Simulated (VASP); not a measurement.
A run of VASP 6.6.1 is set up as follows.

The input INCAR:

```
SYSTEM = Rh
PREC     = Accurate       ! precision mode
ENCUT    = 500            ! plane-wave cutoff, eV
EDIFF    = 1E-6           ! SCF threshold, eV
ISMEAR   = 0              ! smearing method
SIGMA    = 0.1            ! smearing width, eV
LREAL    = .False.        ! projectors in reciprocal space
LASPH    = .True.         ! aspherical terms in the spheres
NELM     = 120            ! most SCF steps
ALGO     = Normal         ! electronic algorithm
ISIF     = 2              ! what is computed and relaxed
LWAVE    = .False.        ! write WAVECAR
LCHARG   = .False.        ! write CHGCAR
NBANDS   = 14             ! bands
GGA_COMPAT= .False.
```

The input KPOINTS:

```
Automatic mesh
0
Gamma
  8 8 8
  0 0 0
```

Contents of POSCAR:

```
Rh
1.0
    0.0000000000      1.8789959223      1.8789959223
    1.8789959223      0.0000000000      1.8789959223
    1.8789959223      1.8789959223      0.0000000000
Rh
1
Direct
    0.0000000000      0.0000000000      0.0000000000
```

Potentials or basis: VASP PAW LDA potentials, release 64 (Rh_pv).

The run is started by

```sh
$ cat potpaw_LDA.64/Rh_pv/POTCAR > POTCAR
$ mpirun -np 1 vasp_std > vasp.out
```

Task: What does it give for the pressure?

Result: 0.8 GPa.

Task: What does it give for the band gap on the k mesh?

Result: Zero (an odd number of electrons rules out a gap without spin polarisation).

Caveat: the k points lie up to 0.36 Å⁻¹ apart, too coarse for converged energies and pressures of a metal.
